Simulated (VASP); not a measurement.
# Si4W (Ccce) in VASP: further runs

Si4W is run at these levels: PBE; tasks: single point, relaxation of cell and atoms, relaxation of shape and atoms at fixed volume.

All numbers are computed with VASP 6.6.1; they aren't measurements. Logs are shortened: lines on timing, memory, paths and dates and some standing lists are left out, and cuts for length are marked.

## 1. The cell of the first run

The structure is orthorhombic, space group Ccce (No. 68). The conventional cell has a = 6.300 Å, b = 7.573 Å, c = 6.244 Å, α = 90.00°, β = 90.00°, γ = 90.00°. Si (site symmetry 1) has 6 Si at 2.36 to 2.84 Å and 3 W at 2.59 to 3.06 Å within 3.1 Å. W (site symmetry 222) has 12 Si at 2.59 to 3.06 Å within 3.4 Å.

## 2. Single point, PBE

File INCAR:

```
SYSTEM = Si4W
ALGO = Normal ; EDIFF = 1E-6
ENCUT = 520 ; GGA = PE
ISIF = 2 ; ISMEAR = 0
LASPH = .TRUE. ; LCHARG = .FALSE.
LREAL = .FALSE. ; LWAVE = .FALSE.
NBANDS = 41 ; NELM = 80
PREC = Accurate ; SIGMA = 0.2
```

File KPOINTS:

```
k-points
0
G
  4 4 3
  0 0 0
```

File POSCAR:

```
Si4W
1.0
    3.1501874853     -3.7863721757      0.0000000000
    3.1501874853      3.7863721757      0.0000000000
    0.0000000000      0.0000000000      6.2435801562
Si W
8 2
Direct
    0.5043659603      0.7610201148      0.1402835472
    0.4956340397      0.2389798852      0.1402835472
    0.2389798852      0.4956340397      0.8597164528
    0.7610201148      0.5043659603      0.8597164528
    0.0043659603      0.2610201148      0.3597164528
    0.7389798852      0.9956340397      0.6402835472
    0.9956340397      0.7389798852      0.3597164528
    0.2610201148      0.0043659603      0.6402835472
    0.0000000000      0.0000000000      0.0000000000
    0.5000000000      0.5000000000      0.5000000000
```

Potentials or basis: VASP PAW PBE potentials, release 64 (Si, W_sv).

Started as:

```console
$ cat potpaw_PBE.64/Si/POTCAR potpaw_PBE.64/W_sv/POTCAR > POTCAR
$ mpirun -np 1 vasp_std > vasp.out
```

OUTCAR:

```text
SYSTEM = Si4W
   EDIFF = 1E-6
   ENCUT = 520
   GGA = PE
   ISIF = 2
   ISMEAR = 0
   LASPH = .TRUE.
   LREAL = .FALSE.
   NELM = 80
   PREC = Accurate

 ion  position               nearest neighbor table
   1  0.504  0.761  0.140-   2 2.36   3 2.42   2 2.56  10 2.59   4 2.62   9 2.66   7 2.80   7 2.84
                             9 3.06
   2  0.496  0.239  0.140-   1 2.36   4 2.42   1 2.56  10 2.59   3 2.62   9 2.66   5 2.80   5 2.84
                             9 3.06
   3  0.239  0.496  0.860-   4 2.36   1 2.42   4 2.56  10 2.59   2 2.62   9 2.66   8 2.80   8 2.84
                             9 3.06
   4  0.761  0.504  0.860-   3 2.36   2 2.42   3 2.56  10 2.59   1 2.62   9 2.66   6 2.80   6 2.84
                             9 3.06
   5  0.004  0.261  0.360-   7 2.36   6 2.42   7 2.56   9 2.59   8 2.62  10 2.66   2 2.80   2 2.84
                            10 3.06
   6  0.739  0.996  0.640-   8 2.36   5 2.42   8 2.56   9 2.59   7 2.62  10 2.66   4 2.80   4 2.84
                            10 3.06
   7  0.996  0.739  0.360-   5 2.36   8 2.42   5 2.56   9 2.59   6 2.62  10 2.66   1 2.80   1 2.84
                            10 3.06
   8  0.261  0.004  0.640-   6 2.36   7 2.42   6 2.56   9 2.59   5 2.62  10 2.66   3 2.80   3 2.84
                            10 3.06
   9  0.000  0.000  0.000-   5 2.59   6 2.59   7 2.59   8 2.59   1 2.66   2 2.66   3 2.66   4 2.66
                             1 3.06   4 3.06   3 3.06   2 3.06
  10  0.500  0.500  0.500-   1 2.59   2 2.59   3 2.59   4 2.59   5 2.66   6 2.66   7 2.66   8 2.66
                             5 3.06   8 3.06   6 3.06   7 3.06

  LATTYP: Found a base centered orthorhombic cell.
 ALAT       =     6.3003749706
 B/A-ratio  =     1.2019513738
 C/A-ratio  =     0.9909854866

  Lattice vectors:

 A1 = (   3.1501874853,  -3.7863721757,   0.0000000000)
 A2 = (   3.1501874853,   3.7863721757,   0.0000000000)
 A3 = (   0.0000000000,   0.0000000000,   6.2435801562)

Analysis of symmetry for initial positions (statically):
=====================================================================
 Subroutine PRICEL returns:
 Original cell was already a primitive cell.

 Routine SETGRP: Setting up the symmetry group for a
 base centered orthorhombic supercell.

 Subroutine GETGRP returns: Found  8 space group operations
 (whereof  4 operations were pure point group operations)
 out of a pool of  8 trial point group operations.

The static configuration has the point symmetry D_2 .
 The point group associated with its full space group is D_2h.

Analysis of symmetry for dynamics (positions and initial velocities):
=====================================================================
 Subroutine PRICEL returns:
 Original cell was already a primitive cell.

 Routine SETGRP: Setting up the symmetry group for a
 base centered orthorhombic supercell.

 Subroutine GETGRP returns: Found  8 space group operations
 (whereof  4 operations were pure point group operations)
 out of a pool of  8 trial point group operations.

The dynamic configuration has the point symmetry D_2 .
 The point group associated with its full space group is D_2h.

 Subroutine INISYM returns: Found  8 space group operations
 (whereof  4 operations are pure point group operations),
 and found     1 'primitive' translations

----------------------------------------------------------------------------------------

                                     Primitive cell

  volume of cell :     148.9441

  direct lattice vectors                    reciprocal lattice vectors
     3.150187485 -3.786372176  0.000000000     0.158720712 -0.132052523  0.000000000
     3.150187485  3.786372176  0.000000000     0.158720712  0.132052523  0.000000000
     0.000000000  0.000000000  6.243580156     0.000000000  0.000000000  0.160164517

  length of vectors
     4.925474134  4.925474134  6.243580156     0.206470660  0.206470660  0.160164517

  position of ions in fractional coordinates (direct lattice)
     0.504365960  0.761020115  0.140283547
     0.495634040  0.238979885  0.140283547
[... 58 lines left out ...]
  band No.  band energies     occupation
      1     -63.8800      2.00000
      2     -63.8799      2.00000
      3     -28.2155      2.00000
      4     -28.2149      2.00000
      5     -28.1043      2.00000
      6     -28.0971      2.00000
[... 33 lines left out ...]
     40      13.9915      0.00000
     41      14.1003      0.00000

 k-point     2 :       0.2500    0.0000    0.0000
  band No.  band energies     occupation
      1     -63.8800      2.00000
      2     -63.8799      2.00000
      3     -28.2158      2.00000
      4     -28.2154      2.00000
      5     -28.1032      2.00000
      6     -28.0981      2.00000
[... 33 lines left out ...]
     40      14.0332      0.00000
     41      14.2388      0.00000

 k-point     3 :       0.5000    0.0000    0.0000
  band No.  band energies     occupation
      1     -63.8799      2.00000
      2     -63.8799      2.00000
      3     -28.2160      2.00000
      4     -28.2160      2.00000
      5     -28.1006      2.00000
      6     -28.1006      2.00000
[... 33 lines left out ...]
     40      13.2102      0.00000
     41      13.7283      0.00000

 k-point     4 :       0.2500    0.2500    0.0000
  band No.  band energies     occupation
      1     -63.8799      2.00000
      2     -63.8799      2.00000
      3     -28.2168      2.00000
      4     -28.2151      2.00000
      5     -28.1012      2.00000
      6     -28.1000      2.00000
[... 385 lines left out ...]
     40      13.9910      0.00000
     41      14.1692      0.00000

 k-point    13 :      -0.2500    0.2500    0.3333
  band No.  band energies     occupation
      1     -63.8800      2.00000
      2     -63.8799      2.00000
      3     -28.2162      2.00000
      4     -28.2157      2.00000
      5     -28.1021      2.00000
      6     -28.0991      2.00000
[... 33 lines left out ...]
     40      13.8771      0.00000
     41      14.1982      0.00000

 k-point    14 :       0.5000    0.5000    0.3333
  band No.  band energies     occupation
      1     -63.8800      2.00000
      2     -63.8799      2.00000
      3     -28.2174      2.00000
      4     -28.2160      2.00000
      5     -28.1017      2.00000
      6     -28.0993      2.00000
[... 33 lines left out ...]
     40      13.6141      0.00000
     41      14.1669      0.00000

------------------------ aborting loop because EDIFF is reached ----------------------------------------

  FORCE on cell =-STRESS in cart. coord.  units (eV):
  Direction    XX          YY          ZZ          XY          YZ          ZX
  --------------------------------------------------------------------------------------
  -------------------------------------------------------------------------------------
  Total       -0.0532762     -0.0239706     -0.0446013      0.0000000      0.0000000      0.0000000
  in kB       -0.5730866     -0.2578494     -0.4797713      0.0000000      0.0000000      0.0000000
  external PRESSURE =      -0.4369025 kB  Pullay stress =       0.0000000 kB

 VOLUME and BASIS-vectors are now :
 -----------------------------------------------------------------------------
  energy-cutoff  :      520.00
  volume of cell :      148.94
      direct lattice vectors                 reciprocal lattice vectors
     3.150187485 -3.786372176  0.000000000     0.158720712 -0.132052523  0.000000000
     3.150187485  3.786372176  0.000000000     0.158720712  0.132052523  0.000000000
     0.000000000  0.000000000  6.243580156     0.000000000  0.000000000  0.160164517

 POSITION                                       TOTAL-FORCE (eV/Angst)
 -----------------------------------------------------------------------------------
      3.98620      0.97179      0.87587        -0.012483      0.021092     -0.009782
      2.31417     -0.97179      0.87587         0.012483     -0.021092     -0.009782
      2.31417      0.97179      5.36771         0.012483      0.021092      0.009782
      3.98620     -0.97179      5.36771        -0.012483     -0.021092      0.009782
      0.83602      0.97179      2.24592        -0.012483      0.021092      0.009782
      5.46436      0.97179      3.99766         0.012483      0.021092     -0.009782
      5.46436     -0.97179      2.24592         0.012483     -0.021092      0.009782
      0.83602     -0.97179      3.99766        -0.012483     -0.021092     -0.009782
      0.00000      0.00000      0.00000        -0.000000      0.000000      0.000000
      3.15019      0.00000      3.12179        -0.000000      0.000000      0.000000
 -----------------------------------------------------------------------------------
    total drift:                                0.000000      0.000000     -0.000000

  FREE ENERGIE OF THE ION-ELECTRON SYSTEM (eV)
  ---------------------------------------------------
  free  energy   TOTEN  =       -68.5218234329 eV

  energy  without entropy=      -68.4360075012  energy(sigma->0) =      -68.47891547
```

Run time: 74 s. Hardware: 1 thread of Intel Xeon Platinum 8488C (Sapphire Rapids), shared host; peak memory 0.28 GiB.

What came out:

- Free energy: -68.5218 eV
- Pressure: 0.0 GPa
- Largest force: 0.026 eV/Å
- Band gap on the k mesh: zero (bands 30 and 31 overlap by 0.77 eV)

Forces in eV/Å, atoms in the order of the input:
```
Si  -0.012  0.021 -0.010
Si   0.012 -0.021 -0.010
Si   0.012  0.021  0.010
Si  -0.012 -0.021  0.010
Si  -0.012  0.021  0.010
Si   0.012  0.021 -0.010
Si   0.012 -0.021  0.010
Si  -0.012 -0.021 -0.010
W    0.000  0.000  0.000
W    0.000  0.000  0.000
```

Levels at points of the mesh, in eV from the Fermi level:
```tsv
k point	band 27	band 28	band 29	band 30	band 31	band 32	band 33	band 34
(0.00, 0.00, 0.00)	-2.09	-1.18	-0.70	-0.61	-0.18	1.04	1.65	2.51
(0.50, 0.00, 0.00)	-1.51	-1.51	-0.24	-0.24	0.46	0.46	2.14	2.14
(0.50, 0.50, 0.00)	-0.84	-0.64	-0.57	-0.01	0.46	1.02	1.75	2.08
```

Caveat: spin-orbit coupling is left out, which moves the levels of the heavy elements.

## 3. Relaxation of cell and atoms, PBE

This run uses another cell than the first one, of the same volume but with other edges.

File INCAR:

```
SYSTEM = Si4W
PREC = Accurate
ENCUT = 600
EDIFF = 1E-7
ISMEAR = 0
SIGMA = 0.2
LREAL = .False.
LASPH = .True.
NELM = 100
ALGO = Normal
ISIF = 3
LWAVE = .False.
LCHARG = .False.
GGA = PE
IBRION = 2
NSW = 36
EDIFFG = -0.08
```

File KPOINTS:

```
Automatic mesh
0
Gamma
  4 4 3
  0 0 0
```

File POSCAR:

```
Si4W
1.0
    2.7650000000     -4.9000000000      0.0000000000
    2.7650000000      4.9000000000      0.0000000000
    0.0000000000      0.0000000000      5.5000000000
Si W
8 2
Direct
    0.5480000000      0.7980000000      0.1610000000
    0.4520000000      0.2020000000      0.1610000000
    0.2020000000      0.4520000000      0.8390000000
    0.7980000000      0.5480000000      0.8390000000
    0.0480000000      0.2980000000      0.3390000000
    0.7020000000      0.9520000000      0.6610000000
    0.9520000000      0.7020000000      0.3390000000
    0.2980000000      0.0480000000      0.6610000000
    0.0000000000      0.0000000000      0.0000000000
    0.5000000000      0.5000000000      0.5000000000
```

Potentials or basis: VASP PAW PBE potentials, release 64 (Si, W_sv).

Started as:

```console
$ cat potpaw_PBE.64/Si/POTCAR potpaw_PBE.64/W_sv/POTCAR > POTCAR
$ mpirun -np 1 vasp_std > vasp.out
```

Wall time 34 min (1 thread of Intel Xeon Platinum 8488C (Sapphire Rapids), shared host); peak memory 0.38 GiB.

It converged, with:

| Quantity | Value |
| --- | --- |
| Free energy | -68.5080 eV |
| Relaxed volume | 14.85 Å³/atom |
| Relaxed cell | a = 4.920 Å, b = 4.920 Å, c = 6.238 Å, α = 90.00°, β = 90.00°, γ = 79.69° |
| Space group after relaxing (to 0.1 Å) | Ccce (No. 68) |
| Energy gained by relaxing | 585.3 meV/atom |
| Ionic steps | 27 |
| Pressure after relaxing | 0.2 GPa |
| Largest force after relaxing | 0.048 eV/Å |
| Band gap on the k mesh | zero (bands 30 and 31 overlap by 0.77 eV) |

Forces in eV/Å, atoms in the order of the input:
```
Si  -0.028 -0.039  0.005
Si   0.028  0.039  0.005
Si   0.028 -0.039 -0.005
Si  -0.028  0.039 -0.005
Si  -0.028 -0.039 -0.005
Si   0.028 -0.039  0.005
Si   0.028  0.039 -0.005
Si  -0.028  0.039  0.005
W    0.000  0.000  0.000
W    0.000  0.000  0.000
```

Stress tensor (GPa, compression positive):
```
0.20 0.00 0.00
0.00 0.17 0.00
0.00 0.00 0.29
```

Step by step:
```tsv
step	energy change (eV)	largest force (eV/Å)	pressure (GPa)	volume (Å³)
1	0.0000	2.1838	23.43	149.03
2	-0.0320	0.4643	-16.93	200.86
3	-1.9769	0.4495	-3.06	171.95
4	-1.9795	0.4880	-2.46	171.18
5	-2.2776	0.2978	-1.47	167.55
6	-2.5733	0.9542	2.01	160.46
7	-2.7476	1.1436	1.40	160.09
8	-3.1509	1.5448	0.13	158.41
9	-3.4969	1.4377	0.40	152.48
10	0.0156	2.2812	47.14	130.06
11	-3.7837	1.0270	0.30	151.49
12	-4.8262	0.8545	10.86	142.34
13	-4.0413	0.9519	24.62	136.60
14	-4.8508	0.8520	12.83	141.35
15	-4.9724	0.7891	12.61	141.95
16	-5.0327	0.6962	12.65	142.90
17	-5.1592	0.6532	10.91	143.96
18	-5.4486	0.5485	6.05	147.14
19	-5.6646	0.4299	-2.14	153.61
20	-5.6895	0.4085	-1.96	153.26
21	-5.7497	0.3424	-1.39	152.19
22	-5.8013	0.2374	-0.05	150.02
23	-5.8194	0.1985	0.04	149.71
24	-5.8350	0.2277	0.29	149.03
25	-5.8442	0.1516	-0.06	149.17
26	-5.8508	0.0324	-0.70	149.46
27	-5.8528	0.0482	0.22	148.53
```

Final structure:
```yaml
crystal:
  lattice:
    - [3.77711, -3.15201, 0.00000]
    - [3.77711, 3.15201, 0.00000]
    - [0.00000, 0.00000, 6.23785]
  atoms:
    - { symbol: Si, position: [0.49639, 0.76157, 0.14011] }
    - { symbol: Si, position: [0.50361, 0.23843, 0.14011] }
    - { symbol: Si, position: [0.23843, 0.50361, 0.85989] }
    - { symbol: Si, position: [0.76157, 0.49639, 0.85989] }
    - { symbol: Si, position: [0.99639, 0.26157, 0.35989] }
    - { symbol: Si, position: [0.73843, 0.00361, 0.64011] }
    - { symbol: Si, position: [0.00361, 0.73843, 0.35989] }
    - { symbol: Si, position: [0.26157, 0.99639, 0.64011] }
    - { symbol: W, position: [0.00000, 0.00000, 0.00000] }
    - { symbol: W, position: [0.50000, 0.50000, 0.50000] }
```

Levels at points of the mesh, in eV from the Fermi level:
```tsv
k point	band 28	band 29	band 30	band 31	band 32	band 33
(0.00, 0.00, 0.00)	-1.18	-0.72	-0.59	-0.18	1.05	1.65
(0.50, 0.00, 0.00)	-1.53	-0.25	-0.25	0.47	0.47	2.14
(0.50, 0.50, 0.00)	-0.65	-0.57	-0.03	0.42	1.01	1.76
```

Caveat: the k points lie up to 0.34 Å⁻¹ apart in the final cell, too coarse for converged energies and pressures of a metal; spin-orbit coupling is left out, which moves the levels of the heavy elements; the relaxation stopped at a loose force limit of 0.08 eV/Å, so its end isn't a converged minimum.

## 4. Relaxation of shape and atoms at fixed volume, PBE (16.36 Å³/atom)

This run uses another cell than the first one, of 16.36 Å³/atom.

File INCAR:

```
ALGO     = Normal         # electronic algorithm
EDIFF    = 1E-7           # SCF threshold, eV
EDIFFG   = -0.01          # ionic threshold
ENCUT    = 600            # plane-wave cutoff, eV
GGA      = PE             # functional
IBRION   = 2              # ionic algorithm
ISIF     = 4              # what is computed and relaxed
ISMEAR   = 0              # smearing method
LASPH    = T              # aspherical terms in the spheres
LCHARG   = F              # write CHGCAR
LREAL    = F              # projectors in reciprocal space
LWAVE    = F              # write WAVECAR
NELM     = 80             # most SCF steps
NSW      = 50             # ionic steps
PREC     = Accurate       # precision mode
SIGMA    = 0.1            # smearing width, eV
```

File KPOINTS:

```
k-points
0
Gamma
  6 6 6
```

File POSCAR:

```
Si4W
1.0
    3.2250887734     -3.9642596531      0.0000000000
    3.2250887734      3.9642596531      0.0000000000
    0.0000000000      0.0000000000      6.3999783191
Si W
8 2
Direct
    0.5086009367      0.7607111905      0.1400858627
    0.4913990633      0.2392888095      0.1400858627
    0.2392888095      0.4913990633      0.8599141373
    0.7607111905      0.5086009367      0.8599141373
    0.0086009367      0.2607111905      0.3599141373
    0.7392888095      0.9913990633      0.6400858627
    0.9913990633      0.7392888095      0.3599141373
    0.2607111905      0.0086009367      0.6400858627
    0.0000000000      0.0000000000      0.0000000000
    0.5000000000      0.5000000000      0.5000000000
```

Started as:

```console
$ cat potpaw_PBE.64/Si/POTCAR potpaw_PBE.64/W_sv/POTCAR > POTCAR
$ mpirun -np 1 vasp_std > vasp.out
```

It took 28 min on 1 thread of Intel Xeon Platinum 8124M at 3.00GHz (Skylake/Cascade Lake), shared host; peak memory 0.5 GiB.

It converged, with:

| Quantity | Value |
| --- | --- |
| Free energy | -68.0496 eV |
| Energy gained by relaxing | 1.7 meV/atom |
| Ionic steps | 7 |
| Pressure after relaxing | -10.3 GPa |
| Largest force after relaxing | 0.008 eV/Å |
| Band gap on the k mesh | zero (bands 30 and 31 overlap by 0.79 eV) |

Forces on the atoms (eV/Å):
```
Si  -0.006 -0.005 -0.001
Si   0.006  0.005 -0.001
Si   0.006 -0.005  0.001
Si  -0.006  0.005  0.001
Si  -0.006 -0.005  0.001
Si   0.006 -0.005 -0.001
Si   0.006  0.005  0.001
Si  -0.006  0.005 -0.001
W    0.000  0.000  0.000
W    0.000  0.000  0.000
```

The path:
```csv
step,energy change (eV),largest force (eV/Å),pressure (GPa),volume (Å³)
1,0.0000,0.0731,-11.19,163.65
2,-0.0094,0.0685,-10.85,163.65
3,-0.0115,0.0725,-10.60,163.65
4,-0.0139,0.0530,-10.50,163.65
5,-0.0148,0.0371,-10.39,163.65
6,-0.0162,0.0181,-10.32,163.65
7,-0.0166,0.0079,-10.26,163.65
```

Final structure:
```
Si W
1.0
     3.20559   -4.00841    0.00000
     3.20559    4.00841    0.00000
     0.00000    0.00000    6.36799
Si W
8 2
Cartesian
  4.0816 0.9919 0.8907
  2.3296 -0.9919 0.8907
  2.3296 0.9919 5.4773
  4.0816 -0.9919 5.4773
  0.8760 0.9919 2.2933
  5.5352 0.9919 4.0747
  5.5352 -0.9919 2.2933
  0.8760 -0.9919 4.0747
  0.0000 0.0000 0.0000
  3.2056 0.0000 3.1840
```

Levels at points of the mesh, in eV from the Fermi level:
```tsv
k point	band 27	band 28	band 29	band 30	band 31	band 32	band 33	band 34
(0.00, 0.00, 0.00)	-1.70	-0.97	-0.57	-0.56	0.06	0.82	1.49	2.20
(0.50, 0.00, 0.00)	-1.24	-1.24	-0.26	-0.26	0.42	0.42	1.97	1.97
(0.50, 0.50, 0.00)	-0.95	-0.35	-0.32	0.05	0.70	0.98	1.43	2.30
(0.00, 0.00, 0.50)	-1.51	-1.51	-1.18	-1.18	0.28	0.28	1.86	1.86
(0.50, 0.00, 0.50)	-1.57	-1.57	-0.23	-0.23	1.17	1.17	1.59	1.59
(0.50, 0.50, 0.50)	-0.96	-0.96	-0.59	-0.59	-0.20	-0.20	2.47	2.47
```

Caveat: spin-orbit coupling is left out, which moves the levels of the heavy elements.

## 5. The runs side by side

| task | cell | k mesh | cutoff (eV) | smearing | gap on the mesh (eV) | pressure (GPa) | largest force (eV/Å) |
| --- | --- | --- | --- | --- | --- | --- | --- |
| single point | a = 4.925, b = 4.925, c = 6.244 Å, angles 90.0, 90.0, 100.5°, 10 atoms, atomic positions A | 4 × 4 × 3 | 520 | gaussian 0.2 eV | none | 0.0 | 0.03 |
| relaxation of cell and atoms | relaxed from a = 5.626, b = 5.626, c = 5.500 Å, angles 90.0, 90.0, 121.1°, 10 atoms, atomic positions B | 4 × 4 × 3 | 600 | gaussian 0.2 eV | none | 0.2 | 0.05 |
| relaxation of shape and atoms at fixed volume | relaxed from a = 5.110, b = 5.110, c = 6.400 Å, angles 90.0, 90.0, 101.7°, 10 atoms, atomic positions C | 6 × 6 × 6 | 600 | gaussian 0.1 eV | none | -10.3 | 0.01 |

Alike in all rows: level PBE; potentials or basis VASP PAW PBE potentials, release 64 (Si, W_sv); no spin polarisation.

Caveats: some runs use coarse meshes; spin-orbit coupling is left out, which moves the levels of the heavy elements; the relaxation stopped at a loose force limit of 0.08 eV/Å, so its end isn't a converged minimum (at least some runs).

Absolute energies hang on the potentials; compare differences alone.
